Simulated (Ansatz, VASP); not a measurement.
## Two plane-wave programs on NaCl

```
Na Cl
1.0
     3.57525    0.00000    0.00000
     0.00000    3.57525    0.00000
     0.00000    0.00000    3.57525
Na Cl
1 1
Direct
  0.00000 0.00000 0.00000
  0.50000 0.50000 0.50000
```

Alike in both runs: task single point; functional PBE; k mesh 6 × 6 × 6; no spin polarisation.

|  | VASP | Ansatz |
| --- | --- | --- |
| version | VASP 6.6.1 | Ansatz 0.2.0 |
| potentials or method | VASP PAW PBE potentials, release 64 (Na_pv, Cl) | plane waves, PAW |
| plane-wave cutoff (eV) | 520 | 420 |
| occupations | gaussian, width 0.01 eV | fixed |
| valence electrons in the cell | 14 | 16 |

|  | VASP | Ansatz | Ansatz less VASP |
| --- | --- | --- | --- |
| gap on the k mesh at the Fermi level (eV) | 3.78 | 3.78 | 0.000 |
| pressure (GPa) | -1.3 | -1.3 | +0.04 |

VASP's potentials hold 14 valence electrons a cell and Ansatz's 16, so a difference there can come from the potentials and not from the codes.
